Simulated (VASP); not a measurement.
# YAlP (Cmcm) in VASP: single point with r2SCAN

Aim: the single point of YAlP with r2SCAN.

Everything below comes from runs of VASP 6.6.1. Logs are shortened: lines on timing, memory, paths and dates and some standing lists are left out, and cuts for length are marked.

## Step 1: The cell of the first run

Symmetry: Cmcm, No. 63, orthorhombic system. The conventional cell has a = 3.947 Å, b = 9.909 Å, c = 5.527 Å, α = 90.00°, β = 90.00°, γ = 90.00°. Y (site symmetry m2m) has 5 P at 2.82 to 2.93 Å and 6 Al at 3.05 to 3.38 Å and 4 Y at 3.61 Å within 3.7 Å. P (site symmetry m2m) has 4 Al at 2.63 Å and 5 Y at 2.82 to 2.93 Å and 2 P at 3.49 Å within 3.5 Å. Within 3.5 Å of Al (site symmetry 2/m) lie 4 P at 2.63 Å and 2 Al at 2.76 Å and 6 Y at 3.05 to 3.38 Å.

## Step 2: Single point, r2SCAN

File POSCAR:

```
YAlP
1.0
    3.9474359519      0.0000000000      0.0000000000
    1.9737179760     -4.9546357628      0.0000000000
    0.0000000000      0.0000000000     -5.5272014692
Y P Al
2 2 2
Direct
    0.3111803213      0.3776393573      0.7500000000
    0.6888196787      0.6223606427      0.2500000000
    0.6072537258      0.7854925484      0.7500000000
    0.3927462742      0.2145074516      0.2500000000
    0.0000000000      0.0000000000      0.0000000000
    0.0000000000      0.0000000000      0.5000000000
```

File INCAR.step1:

```
PREC = Accurate
ENCUT = 520
ISMEAR = 0
SIGMA = 0.2295
LREAL = False
LASPH = True
NELM = 80
NBANDS = 28
GGA = PE
ALGO = Normal
EDIFF = 1E-4
LWAVE = True
LCHARG = False
```

File INCAR.step2:

```
PREC = Accurate
ENCUT = 520
EDIFF = 1E-6
ISMEAR = 0
SIGMA = 0.2295
LREAL = False
LASPH = True
NELM = 80
ALGO = Normal
ISIF = 2
LWAVE = False
LCHARG = False
METAGGA = R2SCAN
LMIXTAU = True
NBANDS = 28
ISTART = 1
```

File KPOINTS:

```
regular mesh
0
Gamma
  6 6 4
```

Potentials or basis: VASP PAW PBE potentials, release 64 (Y_sv, P, Al).

On the command line:

```console
$ cat potpaw_PBE.64/Y_sv/POTCAR potpaw_PBE.64/P/POTCAR potpaw_PBE.64/Al/POTCAR > POTCAR
$ cp INCAR.step1 INCAR
$ mpirun -np 1 vasp_std > vasp.out
$ cp INCAR.step2 INCAR
$ mpirun -np 1 vasp_std > vasp.out
```

OUTCAR:

```text
PREC = Accurate
   ENCUT = 520
   EDIFF = 1E-6
   ISMEAR = 0
   LREAL = False
   LASPH = True
   NELM = 80
   ISIF = 2
   METAGGA = R2SCAN
   ISTART = 1

 ion  position               nearest neighbor table
   1  0.311  0.378  0.750-   3 2.82   3 2.82   4 2.88   4 2.88   3 2.93   6 3.05   5 3.05   6 3.05
                             5 3.05   6 3.38   5 3.38   2 3.61   2 3.61   2 3.61   2 3.61
   2  0.689  0.622  0.250-   4 2.82   4 2.82   3 2.88   3 2.88   4 2.93   6 3.05   5 3.05   5 3.05
                             6 3.05   5 3.38   6 3.38   1 3.61   1 3.61   1 3.61   1 3.61
   3  0.607  0.785  0.750-   5 2.63   6 2.63   5 2.63   6 2.63   1 2.82   1 2.82   2 2.88   2 2.88
                             1 2.93
   4  0.393  0.215  0.250-   5 2.63   6 2.63   5 2.63   6 2.63   2 2.82   2 2.82   1 2.88   1 2.88
                             2 2.93
   5  0.000  0.000  0.000-   3 2.63   4 2.63   4 2.63   3 2.63   6 2.76   6 2.76   2 3.05   1 3.05
                             1 3.05   2 3.05   2 3.38   1 3.38
   6  0.000  0.000  0.500-   3 2.63   4 2.63   4 2.63   3 2.63   5 2.76   5 2.76   2 3.05   1 3.05
                             1 3.05   2 3.05   2 3.38   1 3.38

  LATTYP: Found a base centered orthorhombic cell.
 ALAT       =     3.9474359519
 B/A-ratio  =     2.5103058406
 C/A-ratio  =     1.4002004178

  Lattice vectors:

 A1 = (   1.9737179759,   4.9546357628,   0.0000000000)
 A2 = (   1.9737179760,  -4.9546357628,   0.0000000000)
 A3 = (   0.0000000000,   0.0000000000,  -5.5272014692)

Analysis of symmetry for initial positions (statically):
=====================================================================
 Subroutine PRICEL returns:
 Original cell was already a primitive cell.

 Routine SETGRP: Setting up the symmetry group for a
 base centered orthorhombic supercell.

 Subroutine GETGRP returns: Found  8 space group operations
 (whereof  4 operations were pure point group operations)
 out of a pool of  8 trial point group operations.

The static configuration has the point symmetry C_2h.
 The point group associated with its full space group is D_2h.

Analysis of symmetry for dynamics (positions and initial velocities):
=====================================================================
 Subroutine PRICEL returns:
 Original cell was already a primitive cell.

 Routine SETGRP: Setting up the symmetry group for a
 base centered orthorhombic supercell.

 Subroutine GETGRP returns: Found  8 space group operations
 (whereof  4 operations were pure point group operations)
 out of a pool of  8 trial point group operations.

The dynamic configuration has the point symmetry C_2h.
 The point group associated with its full space group is D_2h.

 Subroutine INISYM returns: Found  8 space group operations
 (whereof  4 operations are pure point group operations),
 and found     1 'primitive' translations

----------------------------------------------------------------------------------------

                                     Primitive cell

  volume of cell :     108.1016

  direct lattice vectors                    reciprocal lattice vectors
     3.947435952  0.000000000  0.000000000     0.253328999  0.100915592  0.000000000
     1.973717976 -4.954635763  0.000000000     0.000000000 -0.201831184  0.000000000
     0.000000000  0.000000000 -5.527201469     0.000000000  0.000000000 -0.180923385

  length of vectors
     3.947435952  5.333289622  5.527201469     0.272689455  0.201831184  0.180923385

  position of ions in fractional coordinates (direct lattice)
     0.311180321  0.377639357  0.750000000
     0.688819679  0.622360643  0.250000000
     0.607253726  0.785492548  0.750000000
     0.392746274  0.214507452  0.250000000
     0.000000000  0.000000000  0.000000000
     0.000000000  0.000000000  0.500000000

  ion indices of the primitive-cell ions
   primitive index   ion index
                 1           1
                 2           2
                 3           3
                 4           4
                 5           5
                 6           6

----------------------------------------------------------------------------------------

 KPOINTS: regular mesh

Automatic generation of k-mesh.
 Grid dimensions read from file:
 generate k-points for:    6    6    4

 Generating k-lattice:

  Cartesian coordinates                     Fractional coordinates (reciprocal lattice)
     0.042221500  0.016819265  0.000000000     0.166666667  0.000000000  0.000000000
     0.000000000 -0.033638531  0.000000000     0.000000000  0.166666667  0.000000000
     0.000000000  0.000000000 -0.045230846     0.000000000  0.000000000  0.250000000

  Length of vectors
     0.045448242  0.033638531  0.045230846

  Shift w.r.t. Gamma in fractional coordinates (k-lattice)
     0.000000000  0.000000000  0.000000000

 Subroutine IBZKPT returns following result:
 ===========================================

 Found     39 irreducible k-points:

 Following reciprocal coordinates:
            Coordinates               Weight
  0.000000  0.000000  0.000000      1.000000
  0.166667  0.000000  0.000000      4.000000
  0.333333  0.000000  0.000000      4.000000
  0.500000  0.000000  0.000000      2.000000
  0.000000  0.166667  0.000000      2.000000
  0.333333  0.166667  0.000000      2.000000
[... 16 lines left out ...]
  0.000000  0.333333  0.250000      4.000000
 -0.333333  0.333333  0.250000      4.000000
 [... further k-points ...]
   k-points           NKPTS =     39   k-points in BZ     NKDIM =     39   number of bands    NBANDS=     28
   number of dos      NEDOS =    301   number of ions     NIONS =      6
   total plane-waves  NPLWV =  50400
   dimension x,y,z NGX =    30 NGY =   40 NGZ =   42
   dimension x,y,z NGXF=    60 NGYF=   80 NGZF=   84
   ions per type =               2   2   2
   NGX,Y,Z   is equivalent  to a cutoff of  12.63, 12.47, 12.63 a.u.
   NGXF,Y,Z  is equivalent  to a cutoff of  25.27, 24.94, 25.27 a.u.
 SYSTEM =  unknown system
   PREC   = accura    normal or accurate (medium, high low for compatibility)
   ISTART =      1    job   : 0-new  1-cont  2-samecut
   ICHARG =      0    charge: 1-file 2-atom 10-const
   ISPIN  =      1    spin polarized calculation?
   LNONCOLLINEAR =      F non collinear calculations
   LSORBIT =      F    spin-orbit coupling
   LASPH  =      T    aspherical Exc in radial PAW
   ENCUT  =  520.0 eV  38.22 Ry    6.18 a.u.   7.34  9.92 10.28*2*pi/ulx,y,z
   NELM   =     80;   NELMIN=  2; NELMDL=  0     # of ELM steps
   EDIFF  = 0.1E-05   stopping-criterion for ELM
   LREAL  =      F    real-space projection
[... 7 lines left out ...]
   TEBEG  =    0.0;   TEEND  =   0.0 temperature during run
   PSTRESS=    0.0 pullay stress
   NELECT =      38.0000    total number of electrons
   NUPDOWN=      -1.0000    fix difference up-down
   EMIN   =  10.00;   EMAX   =-10.00  energy-range for DOS
   EFERMI =   0.00;   METHOD = LEGACY
   ISMEAR =     0;   SIGMA  =   0.23  broadening in eV -4-tet -1-fermi 0-gaus
   EFERMI_NEDOS =   21; number of points for ismear=-14 and -15
   IALGO  =     38    algorithm
   IMIX   =      4    mixing-type and parameters
     AMIX     =   0.40;   BMIX     =  1.00
     AMIX_MAG =   1.60;   BMIX_MAG =  1.00
  volume/ion in A,a.u.               =      18.02       121.58
  Fermi-wavevector in a.u.,A,eV,Ry     =   1.155381  2.183354 18.162497  1.334906
  Thomas-Fermi vector in A             =   2.292010
   LORBIT       =      0    0 simple, 1 ext, 2 COOP (PROOUT), +10 PAW based schemes
   METAGGA = R2SCAN    functional components
   LHFCALC =     F    Hartree Fock is set to
   AEXX    =    0.0000 exact exchange contribution
   IVDW    =     0    specifies the selected vdW correction
   LEPSILON=     F    determine dielectric tensor
   LRPA    =     F    only Hartree local field effects (RPA)
 non-spin polarized calculation
 Gauss-broadening in eV      SIGMA  =   0.23
  energy-cutoff  :      520.00
  volume of cell :      108.10
 maximum number of plane-waves:      2936
 NGX is ok and might be reduce to    30
   NGX = 15   NGY = 19   NGZ = 21

 number of electron      38.0000001 magnetization

 Free energy of the ion-electron system (eV)
  ---------------------------------------------------
  ext. energy  EPLUGINS =         0.00000000
  ---------------------------------------------------
  free energy    TOTEN  =       -77.65774369 eV

  energy without entropy =      -77.60077610  energy(sigma->0) =      -77.62925989

 E-fermi :   7.7361     XC(G=0): -11.4330

 val. band max:        7.6730585128   @ k =   0.0000   0.0000   0.2500
 cond. band min:       7.8134191297   @ k =   0.0000   0.1667   0.2500
 fundamental gap:      0.1403606169
 Fermi energy:         7.7360903044

 k-point     1 :       0.0000    0.0000    0.0000
  band No.  band energies     occupation
      1     -36.5103      2.00000
      2     -36.4620      2.00000
      3     -16.1570      2.00000
      4     -16.0226      2.00000
      5     -16.0106      2.00000
      6     -15.8750      2.00000
[... 20 lines left out ...]
     27      11.1626      0.00000
     28      12.0162      0.00000

 k-point     2 :       0.1667    0.0000    0.0000
  band No.  band energies     occupation
      1     -36.5050      2.00000
      2     -36.4632      2.00000
      3     -16.1283      2.00000
      4     -16.0287      2.00000
      5     -16.0101      2.00000
      6     -15.8998      2.00000
[... 20 lines left out ...]
     27      11.4030      0.00000
     28      12.2102      0.00000

 k-point     3 :       0.3333    0.0000    0.0000
  band No.  band energies     occupation
      1     -36.4922      2.00000
      2     -36.4680      2.00000
      3     -16.0531      2.00000
      4     -16.0444      2.00000
      5     -16.0300      2.00000
      6     -15.9289      2.00000
[... 616 lines left out ...]
      3     -16.1732      2.00000
      4     -16.0607      2.00000
      5     -15.9935      2.00000
      6     -15.8577      2.00000
[... 20 lines left out ...]
     27      11.5097      0.00000
     28      11.6885      0.00000

 k-point    24 :      -0.3333    0.3333    0.2500
  band No.  band energies     occupation
      1     -36.4878      2.00000
      2     -36.4720      2.00000
      3     -16.1092      2.00000
      4     -16.0743      2.00000
      5     -16.0491      2.00000
      6     -15.9374      2.00000
[... 20 lines left out ...]
     27      12.1584      0.00000
     28      12.8834      0.00000

 [... further k-points ...]

------------------------ aborting loop because EDIFF is reached ----------------------------------------

  FORCE on cell =-STRESS in cart. coord.  units (eV):
  Direction    XX          YY          ZZ          XY          YZ          ZX
  --------------------------------------------------------------------------------------
  -------------------------------------------------------------------------------------
  Total        3.2554672      3.2790803      3.2866644     -0.0000000      0.0000000      0.0000000
  in kB       48.2493851     48.5993564     48.7117595     -0.0000000      0.0000000      0.0000000
  external PRESSURE =      48.5201670 kB  Pullay stress =       0.0000000 kB

 VOLUME and BASIS-vectors are now :
 -----------------------------------------------------------------------------
  energy-cutoff  :      520.00
  volume of cell :      108.10
      direct lattice vectors                 reciprocal lattice vectors
     3.947435952  0.000000000  0.000000000     0.253328999  0.100915592  0.000000000
     1.973717976 -4.954635763  0.000000000     0.000000000 -0.201831184  0.000000000
     0.000000000  0.000000000 -5.527201469     0.000000000  0.000000000 -0.180923385

 POSITION                                       TOTAL-FORCE (eV/Angst)
 -----------------------------------------------------------------------------------
      1.97372     -1.87107     -4.14540         0.000000     -0.000570     -0.000000
      3.94744     -3.08357     -1.38180        -0.000000      0.000570     -0.000000
      3.94744     -3.89183     -4.14540         0.000000     -0.008832      0.000000
      1.97372     -1.06281     -1.38180        -0.000000      0.008832      0.000000
      0.00000      0.00000      0.00000         0.000000      0.000000      0.000000
      0.00000      0.00000     -2.76360        -0.000000      0.000000      0.000000
 -----------------------------------------------------------------------------------
    total drift:                                0.000000     -0.000000     -0.000000

  FREE ENERGIE OF THE ION-ELECTRON SYSTEM (eV)
  ---------------------------------------------------
  free  energy   TOTEN  =       -77.6577436899 eV

  energy  without entropy=      -77.6007760970  energy(sigma->0) =      -77.62925989
```

Wall time 9.5 min (1 thread of Intel Xeon 8259CL, shared host); peak memory 0.31 GiB.

Results:

| Item | Value |
| --- | --- |
| Free energy | -77.6577 eV |
| Pressure | 4.9 GPa |
| Largest force | 0.009 eV/Å |
| Band gap on the k mesh | zero (bands 19 and 20 overlap by 1.75 eV) |

Forces in eV/Å, atoms in the order of the input:
```
Y    0.000 -0.001  0.000
Y    0.000  0.001  0.000
P    0.000 -0.009  0.000
P    0.000  0.009  0.000
Al   0.000  0.000  0.000
Al   0.000  0.000  0.000
```

Caveat: the cell stands under pressure; the PAW data sets were made with another functional, which shifts forces and pressure a little.
